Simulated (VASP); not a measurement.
Wanted: the native input for a VASP 6.6.1 run.

| Quantity | Value |
| --- | --- |
| Task | single point |
| Functional | PBE |
| Potentials or basis | VASP PAW PBE potentials, release 64 (Sr_sv, Mg, O) |
| Cutoff | 520 eV |
| k mesh | 3 × 3 × 3 |
| Occupations | fermi-dirac, width 0.01 eV |
| Spin | no spin polarisation |
| Dipole correction | no |
| Further INCAR settings | LREAL = Auto; ALGO = Normal; EDIFF = 1e-07; NBANDS = 145 |

The structure of SrMg26O27 (a cell with a defect) lies in POSCAR:

```
SrMg26O27
1.0
    0.0000000000      6.3255000000      6.3255000000
    6.3255000000      0.0000000000      6.3255000000
    6.3255000000      6.3255000000      0.0000000000
Sr Mg O
1 26 27
Direct
    0.0000000000      0.0000000000      0.0000000000
    0.0000000000      0.0000000000      0.3380866007
    0.0000000000      0.0000000000      0.6619133993
    0.0000000000      0.3380866007      0.0000000000
   -0.0008891754      0.3336297251      0.3336297251
    0.0000000000      0.3380866007      0.6619133993
    0.0000000000      0.6619133993      0.0000000000
    0.0000000000      0.6619133993      0.3380866007
    0.0008891754      0.6663702749      0.6663702749
    0.3380866007      0.0000000000      0.0000000000
    0.3336297251     -0.0008891754      0.3336297251
    0.3380866007      0.0000000000      0.6619133993
    0.3336297251      0.3336297251     -0.0008891754
    0.3336297251      0.3336297251      0.3336297251
    0.3354905595      0.3354905595      0.6645094405
    0.3380866007      0.6619133993      0.0000000000
    0.3354905595      0.6645094405      0.3354905595
    0.3354905595      0.6645094405      0.6645094405
    0.6619133993      0.0000000000      0.0000000000
    0.6619133993      0.0000000000      0.3380866007
    0.6663702749      0.0008891754      0.6663702749
    0.6619133993      0.3380866007      0.0000000000
    0.6645094405      0.3354905595      0.3354905595
    0.6645094405      0.3354905595      0.6645094405
    0.6663702749      0.6663702749      0.0008891754
    0.6645094405      0.6645094405      0.3354905595
    0.6663702749      0.6663702749      0.6663702749
    0.1666123824      0.1666123824      0.1666123824
    0.1666123824      0.1666123824      0.5001628527
    0.1801063687      0.1801063687      0.8198936313
    0.1666123824      0.5001628527      0.1666123824
    0.1665202343      0.5000000000      0.5000000000
    0.1665202343      0.5000000000      0.8334797657
    0.1801063687      0.8198936313      0.1801063687
    0.1665202343      0.8334797657      0.5000000000
    0.1801063687      0.8198936313      0.8198936313
    0.5001628527      0.1666123824      0.1666123824
    0.5000000000      0.1665202343      0.5000000000
    0.5000000000      0.1665202343      0.8334797657
    0.5000000000      0.5000000000      0.1665202343
    0.5000000000      0.5000000000      0.5000000000
    0.5000000000      0.5000000000      0.8334797657
    0.5000000000      0.8334797657      0.1665202343
    0.5000000000      0.8334797657      0.5000000000
    0.4998371473      0.8333876176      0.8333876176
    0.8198936313      0.1801063687      0.1801063687
    0.8334797657      0.1665202343      0.5000000000
    0.8198936313      0.1801063687      0.8198936313
    0.8334797657      0.5000000000      0.1665202343
    0.8334797657      0.5000000000      0.5000000000
    0.8333876176      0.4998371473      0.8333876176
    0.8198936313      0.8198936313      0.1801063687
    0.8333876176      0.8333876176      0.4998371473
    0.8333876176      0.8333876176      0.8333876176
```

One way to write it, as run:

INCAR

```
PREC = Accurate ; ENCUT = 520
EDIFF = 1E-7 ; ISMEAR = -1
SIGMA = 0.01 ; LREAL = Auto
LASPH = T ; NELM = 60
ALGO = Normal ; ISIF = 2
LWAVE = F ; LCHARG = F
GGA = PE ; NBANDS = 145
```

KPOINTS

```
Automatic mesh
0
Gamma
  3 3 3
```

Potentials or basis: VASP PAW PBE potentials, release 64 (Sr_sv, Mg, O).

Command:

```bash
$ cat potpaw_PBE.64/Sr_sv/POTCAR potpaw_PBE.64/Mg/POTCAR potpaw_PBE.64/O/POTCAR > POTCAR
$ mpirun -np 1 vasp_std > vasp.out
```

It gave:

```yaml
Pressure: 9.1 GPa
Largest_force: 0.097 eV/Å
Band_gap_on_the_k_mesh: 4.73 eV
```

It took 15 min on 1 thread of AMD EPYC 7R13 Processor (Zen 3) (shared host), peak memory 0.77 GiB.
